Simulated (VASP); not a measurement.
Here is a VASP 6.6.1 calculation.

INCAR

```
  ALGO = Normal
  EDIFF = 1E-6
  ENCUT = 520
  GGA = PE
  ISIF = 2
  ISMEAR = 0
  LASPH = T
  LCHARG = F
  LREAL = F
  LWAVE = F
  NBANDS = 64
  NELM = 60
  PREC = Accurate
  SIGMA = 0.05
```

Contents of KPOINTS:

```
k-points
0
Gamma
  6 6 6
```

Contents of POSCAR:

```
SnO2
1.0
    4.4599428821      0.0000000000      0.0000000000
    0.0000000000      5.6437236119      0.0000000000
    0.0000000000      0.0000000000      4.9395556871
Sn O
4 8
Direct
    0.5000000000      0.6651654903      0.7500000000
    0.0000000000      0.8348345097      0.2500000000
    0.5000000000      0.3348345097      0.2500000000
    0.0000000000      0.1651654903      0.7500000000
    0.7301204269      0.6070551965      0.0781681516
    0.2301204269      0.8929448035      0.9218318484
    0.7698795731      0.8929448035      0.5781681516
    0.2698795731      0.6070551965      0.4218318484
    0.7301204269      0.3929448035      0.5781681516
    0.2301204269      0.1070551965      0.4218318484
    0.7698795731      0.1070551965      0.0781681516
    0.2698795731      0.3929448035      0.9218318484
```

Potentials or basis: VASP PAW PBE potentials, release 64 (Sn_d, O).

The run is started by

```console
$ cat potpaw_PBE.64/Sn_d/POTCAR potpaw_PBE.64/O/POTCAR > POTCAR
$ mpirun -np 1 vasp_std > vasp.out
```

Q: What does it give for the pressure?

A: 50.2 GPa.

Q: Predict the band gap on the k mesh.

A: 3.11 eV.

Q: Predict the largest force.

A: 1.048 eV/Å.

Forces on the atoms (eV/Å):
```
Sn   0.000  0.567  0.000
Sn   0.000 -0.567  0.000
Sn   0.000 -0.567  0.000
Sn   0.000  0.567  0.000
O    0.906 -0.299  0.433
O    0.906  0.299 -0.433
O   -0.906  0.299  0.433
O   -0.906 -0.299 -0.433
O    0.906  0.299  0.433
O    0.906 -0.299 -0.433
O   -0.906 -0.299  0.433
O   -0.906  0.299 -0.433
```

Caveat: the cell stands under pressure; spin-orbit coupling is left out, which moves the levels of the heavy elements; forces of over 1 eV/Å act on the atoms, so gaps and moduli don't describe the material at rest. A k mesh can miss the band edges.
